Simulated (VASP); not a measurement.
Here is a VASP 6.6.1 calculation.

The input POSCAR:

```
MgTe
1.0
    4.7607410700      0.0000000000      0.0000000000
   -2.3803705350      4.1229227075      0.0000000000
    0.0000000000      0.0000000000      7.7532928361
Mg Te
2 2
Direct
    0.3333333333      0.6666666667     -0.0006080517
    0.6666666667      0.3333333333      0.4993919483
    0.3333333333      0.6666666667      0.3756080517
    0.6666666667      0.3333333333      0.8756080517
```

The input INCAR.step1:

```
PREC = Accurate ; ENCUT = 520
EDIFF = 1E-5 ; ISMEAR = 0
SIGMA = 0.01 ; LREAL = F
LASPH = T ; NELM = 120
ALGO = Normal ; ISIF = 2
LWAVE = T ; NBANDS = 16
GGA = PE ; GGA_COMPAT = F
```

Contents of INCAR.step2:

```
PREC = Accurate ; ENCUT = 520
EDIFF = 1E-6 ; ISMEAR = 0
SIGMA = 0.01 ; LREAL = F
LASPH = T ; NELM = 120
ALGO = Normal ; ISIF = 2
LWAVE = F ; LCHARG = T
GGA = PE ; LHFCALC = T
HFSCREEN = 0.2079 ; PRECFOCK = Normal
LELF = T ; LVHAR = T
NBANDS = 16 ; ISTART = 1
GGA_COMPAT = F
```

Contents of KPOINTS:

```
regular mesh
0
Gamma
  6 6 2
```

Potentials or basis: VASP PAW PBE potentials, release 64 (Mg, Te).

The run is started by

```sh
$ cat potpaw_PBE.64/Mg/POTCAR potpaw_PBE.64/Te/POTCAR > POTCAR
$ cp INCAR.step1 INCAR
$ mpirun -np 1 vasp_std > vasp.out
$ cp INCAR.step2 INCAR
$ mpirun -np 1 vasp_std > vasp.out
```

Estimate the pressure.

-3.6 GPa.

Predict the band gap on the k mesh.

2.67 eV.

Forces in eV/Å, atoms in the order of the input:
```
Mg   0.000  0.000 -0.003
Mg   0.000  0.000 -0.003
Te   0.000  0.000  0.003
Te   0.000  0.000  0.003
```

Caveat: the cell differs from its parent crystal (strain +4.0%); the cell stands under tension; the PAW data sets were made with another functional, which shifts forces and pressure a little; spin-orbit coupling is left out, which moves the levels of the heavy elements.
